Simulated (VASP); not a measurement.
Input of a VASP 6.6.1 run:

The input INCAR:

```
SYSTEM = Os
PREC = Accurate
ENCUT = 520
EDIFF = 1E-6
ISMEAR = -1
SIGMA = 0.08
LREAL = .False.
LASPH = .True.
NELM = 60
ALGO = Normal
ISIF = 2
LWAVE = .False.
LCHARG = .False.
GGA = PE
NBANDS = 15
```

KPOINTS

```
regular mesh
0
Gamma
  17 17 10
  0 0 0
```

File POSCAR:

```
Os
1.0
    2.6787611451      0.0000000000      0.0000000000
   -1.3393805726      2.3198752024      0.0000000000
    0.0000000000      0.0000000000      4.2322682500
Os
2
Direct
    0.3333333333      0.6666666667      0.2500000000
    0.6666666667      0.3333333333      0.7500000000
```

Potentials or basis: VASP PAW PBE potentials, release 64 (Os).

Launch:

```console
$ cat potpaw_PBE.64/Os/POTCAR > POTCAR
$ mpirun -np 1 vasp_std > vasp.out
```

Problem. Estimate the band gap on the k mesh.

Solution. Zero (bands 8 and 9 overlap by 4.33 eV).

Problem. What does it give for the pressure?

Solution. 40.7 GPa.

Stress tensor (GPa, compression positive):
```
40.07  0.00  0.00
 0.00 40.07  0.00
 0.00  0.00 41.88
```

Caveat: the cell stands under pressure; spin-orbit coupling is left out, which moves the levels of the heavy elements.
